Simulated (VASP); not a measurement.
# Fe (Im-3m) in VASP: further runs

Runs on Fe. Level: PBE. Tasks: single point.

Program: VASP 6.6.1. These are calculated values, not measurements. Logs are shortened: lines on timing, memory, paths and dates and some standing lists are left out, and cuts for length are marked.

**1. The cell of the first run**

The structure is cubic, space group Im-3m (No. 229). The conventional cell has a = 2.833 Å, b = 2.833 Å, c = 2.833 Å, α = 90.00°, β = 90.00°, γ = 90.00°. Within 3.2 Å of Fe (site symmetry m-3m) lie 14 Fe at 2.45 to 2.83 Å.

**2. Single point, PBE, collinear spin, ferromagnetic start**

The input, INCAR:

```
SYSTEM = Fe
PREC     = Accurate       ! precision mode
ENCUT    = 520            ! plane-wave cutoff, eV
EDIFF    = 1E-6           ! SCF threshold, eV
ISMEAR   = 0              ! smearing method
SIGMA    = 1.0            ! smearing width, eV
LREAL    = .FALSE.        ! projectors in reciprocal space
LASPH    = .TRUE.         ! aspherical terms in the spheres
NELM     = 150            ! most SCF steps
ALGO     = Normal         ! electronic algorithm
ISIF     = 2              ! what is computed and relaxed
LWAVE    = .FALSE.        ! write WAVECAR
LCHARG   = .FALSE.        ! write CHGCAR
ISPIN    = 2              ! spin polarisation
MAGMOM   = 2.208          ! initial moments
LORBIT   = 11             ! projections on sites
LMAXMIX  = 4              ! l up to which the mixer works
GGA      = PE             ! functional
NBANDS   = 14             ! bands
```

The input, KPOINTS:

```
regular mesh
0
G
  15 15 15
  0 0 0
```

The input, POSCAR:

```
Fe
1.0
   -1.4163059769      1.4163059769      1.4163059769
    1.4163059769     -1.4163059769      1.4163059769
    1.4163059769      1.4163059769     -1.4163059769
Fe
1
Direct
    0.0000000000      0.0000000000      0.0000000000
```

Potentials or basis: VASP PAW PBE potentials, release 64 (Fe).

Launch:

```bash
> cat potpaw_PBE.64/Fe/POTCAR > POTCAR
> mpirun -np 1 vasp_std > vasp.out
```

OUTCAR:

```text
SYSTEM = Fe
   PREC = Accurate
   ENCUT = 520
   EDIFF = 1E-6
   ISMEAR = 0
   LREAL = .FALSE.
   LASPH = .TRUE.
   NELM = 150
   ISIF = 2
   ISPIN = 2
   LORBIT = 11
   GGA = PE

 ion  position               nearest neighbor table
   1  0.000  0.000  0.000-

  LATTYP: Found a body centered cubic cell.
 ALAT       =     2.8326119538

  Lattice vectors:

 A1 = (  -1.4163059769,   1.4163059769,   1.4163059769)
 A2 = (   1.4163059769,  -1.4163059769,   1.4163059769)
 A3 = (   1.4163059769,   1.4163059769,  -1.4163059769)

Analysis of symmetry for initial positions (statically):
=====================================================================
 Subroutine PRICEL returns:
 Original cell was already a primitive cell.

 Routine SETGRP: Setting up the symmetry group for a
 body centered cubic supercell.

 Subroutine GETGRP returns: Found 48 space group operations
 (whereof 48 operations were pure point group operations)
 out of a pool of 48 trial point group operations.

The static configuration has the point symmetry O_h .

Analysis of symmetry for dynamics (positions and initial velocities):
=====================================================================
 Subroutine PRICEL returns:
 Original cell was already a primitive cell.

 Routine SETGRP: Setting up the symmetry group for a
 body centered cubic supercell.

 Subroutine GETGRP returns: Found 48 space group operations
 (whereof 48 operations were pure point group operations)
 out of a pool of 48 trial point group operations.

The dynamic configuration has the point symmetry O_h .

Analysis of structural, dynamic, and magnetic symmetry:
=====================================================================
 Subroutine PRICEL returns:
 Original cell was already a primitive cell.

 Routine SETGRP: Setting up the symmetry group for a
 body centered cubic supercell.

 Subroutine GETGRP returns: Found 48 space group operations
 (whereof 48 operations were pure point group operations)
 out of a pool of 48 trial point group operations.

The overall configuration has the point symmetry O_h .

 Subroutine INISYM returns: Found 48 space group operations
 (whereof 48 operations are pure point group operations),
 and found     1 'primitive' translations

----------------------------------------------------------------------------------------

                                     Primitive cell

  volume of cell :      11.3640

  direct lattice vectors                    reciprocal lattice vectors
    -1.416305977  1.416305977  1.416305977     0.000000000  0.353031060  0.353031060
     1.416305977 -1.416305977  1.416305977     0.353031060  0.000000000  0.353031060
[... 126 lines left out ...]
  ---------------------------------------------------
  free energy    TOTEN  =        -8.52076345 eV

  energy without entropy =       -7.82925380  energy(sigma->0) =       -8.17500862

 E-fermi :   5.9867     XC(G=0): -13.1274

 val. band max:        5.9858877124   @ k =  -0.4000   0.4667   0.3333
 cond. band min:       6.0000322106   @ k =  -0.4000   0.4000   0.1333
 fundamental gap:      0.0141444982
 Fermi energy:         5.9866624965

 spin component 1

 k-point     1 :       0.0000    0.0000    0.0000
  band No.  band energies     occupation
      1      -2.6108      1.00000
      2       3.6576      0.99951
      3       3.6576      0.99951
      4       3.6576      0.99951
      5       4.9020      0.93748
      6       4.9020      0.93748
      7      30.8057      0.00000
      8      30.8057      0.00000
      9      30.8057      0.00000
     10      35.9097      0.00000
     11      35.9097      0.00000
     12      38.2665      0.00000
     13      38.2665      0.00000
     14      38.2665      0.00000
[... 379 lines left out ...]
      3       3.6305      0.99957
      4       4.9549      0.92774
      5       5.4481      0.77688
      6       9.7479      0.00000
      7      13.4371      0.00000
      8      18.5945      0.00000
      9      25.0689      0.00000
     10      32.0488      0.00000
     11      36.6861      0.00000
     12      39.8389      0.00000
     13      43.8644      0.00000
     14      49.7892      0.00000

 [... further k-points ...]

 spin component 2

 k-point     1 :       0.0000    0.0000    0.0000
  band No.  band energies     occupation
      1      -2.4501      1.00000
      2       5.2385      0.85499
      3       5.2386      0.85497
      4       5.2386      0.85496
      5       7.2250      0.03995
      6       7.2251      0.03994
      7      30.6232      0.00000
      8      30.6232      0.00000
      9      30.6232      0.00000
     10      36.1098      0.00000
     11      36.1098      0.00000
     12      38.8178      0.00000
     13      38.8178      0.00000
     14      38.8178      0.00000
[... 379 lines left out ...]
      3       4.8115      0.95174
      4       7.0606      0.06440
      5       7.5399      0.01402
      6      10.7739      0.00000
      7      14.4651      0.00000
      8      19.1554      0.00000
      9      25.4820      0.00000
     10      32.2776      0.00000
     11      36.7946      0.00000
     12      40.2815      0.00000
     13      44.5868      0.00000
     14      49.7748      0.00000

 [... further k-points ...]

------------------------ aborting loop because EDIFF is reached ----------------------------------------

  FORCE on cell =-STRESS in cart. coord.  units (eV):
  Direction    XX          YY          ZZ          XY          YZ          ZX
  --------------------------------------------------------------------------------------
  -------------------------------------------------------------------------------------
  Total       -0.0300813     -0.0300813     -0.0300813      0.0000000      0.0000000      0.0000000
  in kB       -4.2410685     -4.2410685     -4.2410685      0.0000000      0.0000000      0.0000000
  external PRESSURE =      -4.2410685 kB  Pullay stress =       0.0000000 kB

 VOLUME and BASIS-vectors are now :
 -----------------------------------------------------------------------------
  energy-cutoff  :      520.00
  volume of cell :       11.36
      direct lattice vectors                 reciprocal lattice vectors
    -1.416305977  1.416305977  1.416305977     0.000000000  0.353031060  0.353031060
     1.416305977 -1.416305977  1.416305977     0.353031060  0.000000000  0.353031060
     1.416305977  1.416305977 -1.416305977     0.353031060  0.353031060  0.000000000

 POSITION                                       TOTAL-FORCE (eV/Angst)
 -----------------------------------------------------------------------------------
      0.00000      0.00000      0.00000        -0.000000      0.000000     -0.000000
 -----------------------------------------------------------------------------------
    total drift:                                0.000000     -0.000000      0.000000

  FREE ENERGIE OF THE ION-ELECTRON SYSTEM (eV)
  ---------------------------------------------------
  free  energy   TOTEN  =        -8.5207634462 eV

  energy  without entropy=       -7.8292537960  energy(sigma->0) =       -8.17500862

 total charge

# of ion       s       p       d       tot
------------------------------------------
    1        0.487   0.538   6.242   7.267

 magnetization (x)

# of ion       s       p       d       tot
------------------------------------------
    1       -0.009  -0.039   1.884   1.836
```

OSZICAR:

```text
N       E                     dE             d eps       ncg     rms          rms(c)
DAV:   1     0.209154809052E+02    0.20915E+02   -0.38598E+03  7478   0.697E+02
DAV:   2    -0.877629831701E+01   -0.29692E+02   -0.27267E+02  7344   0.128E+02
DAV:   3    -0.963787578764E+01   -0.86158E+00   -0.85426E+00  8184   0.225E+01
DAV:   4    -0.964062383931E+01   -0.27481E-02   -0.27478E-02  7752   0.115E+00
DAV:   5    -0.964063710291E+01   -0.13264E-04   -0.13264E-04  8256   0.810E-02    0.114E+01
DAV:   6    -0.862773072867E+01    0.10129E+01   -0.10218E+01  8508   0.373E+01    0.441E+00
DAV:   7    -0.852908743018E+01    0.98643E-01   -0.70193E-01  8400   0.940E+00    0.241E+00
DAV:   8    -0.852263387150E+01    0.64536E-02   -0.10275E-02  8176   0.651E-01    0.127E+00
DAV:   9    -0.852053666599E+01    0.20972E-02   -0.11332E-02  8884   0.683E-01    0.427E-01
DAV:  10    -0.852079934905E+01   -0.26268E-03   -0.19105E-03  9044   0.354E-01    0.116E-01
DAV:  11    -0.852077881805E+01    0.20531E-04   -0.35768E-05  7874   0.506E-02    0.671E-02
DAV:  12    -0.852076469987E+01    0.14118E-04   -0.25275E-05  7944   0.395E-02    0.288E-02
DAV:  13    -0.852076326200E+01    0.14379E-05   -0.36075E-06  6498   0.139E-02    0.358E-03
DAV:  14    -0.852076344620E+01   -0.18421E-06   -0.67986E-08  3696   0.241E-03
   1 F= -.85207634E+01 E0= -.81750086E+01  d E =-.691510E+00  mag=     1.8411
```

It took 51 s on 1 thread of AMD EPYC 7R13, shared host; peak memory 0.11 GiB.

Results:

```
Free energy                                           : -8.5208 eV
Pressure                                              : -0.4 GPa
Net moment                                            : 1.84 μB per cell
Site moments                                          : Fe +1.84 μB
Valence electrons inside the program's atomic spheres : Fe 7.27
```

Levels at points of the mesh, in eV from the Fermi level:
Spin up:
| k point | band 2 | band 3 | band 4 | band 5 | band 6 | band 7 | band 8 | band 9 |
| --- | --- | --- | --- | --- | --- | --- | --- | --- |
| (0.00, 0.00, 0.00) | -2.33 | -2.33 | -2.33 | -1.08 | -1.08 | 24.82 | 24.82 | 24.82 |
Spin down:
```tsv
k point	band 1	band 2	band 3	band 4	band 5	band 6	band 7	band 8
(0.00, 0.00, 0.00)	-8.44	-0.75	-0.75	-0.75	1.24	1.24	24.64	24.64
```

**3. Single point, PBE, collinear spin, ferromagnetic start**

The input, INCAR:

```
SYSTEM = Fe
  PREC = Accurate
  ENCUT = 520
  EDIFF = 1E-6
  ISMEAR = 1
  SIGMA = 0.01
  LREAL = .FALSE.
  LASPH = .TRUE.
  NELM = 150
  ALGO = Normal
  ISIF = 2
  LWAVE = .FALSE.
  LCHARG = .FALSE.
  ISPIN = 2
  MAGMOM = 2.208
  LORBIT = 11
  LMAXMIX = 4
  GGA = PE
  NBANDS = 14
```

The input, KPOINTS:

```
Automatic mesh
0
G
  15 15 15
  0 0 0
```

POSCAR is that of step 2.

Potentials or basis: VASP PAW PBE potentials, release 64 (Fe).

Launch:

```bash
> cat potpaw_PBE.64/Fe/POTCAR > POTCAR
> mpirun -np 1 vasp_std > vasp.out
```

Wall time 49 s (1 thread of AMD EPYC 7R13, shared host); peak memory 0.11 GiB.

Results (log left out):

```
Free energy                                           : -8.2432 eV
Pressure                                              : -0.4 GPa
Net moment                                            : 2.18 μB per cell
Site moments                                          : Fe +2.18 μB
Valence electrons inside the program's atomic spheres : Fe 7.27
```

Levels at points of the mesh, in eV from the Fermi level:
Spin up:
```csv
k point,band 2,band 3,band 4,band 5,band 6,band 7,band 8,band 9
"(0.00, 0.00, 0.00)",-2.32,-2.32,-2.32,-1.11,-1.11,25.02,25.02,25.02
```
Spin down:
```csv
k point,band 1,band 2,band 3,band 4,band 5,band 6,band 7
"(0.00, 0.00, 0.00)",-8.28,-0.41,-0.41,-0.41,1.64,1.64,24.75
```
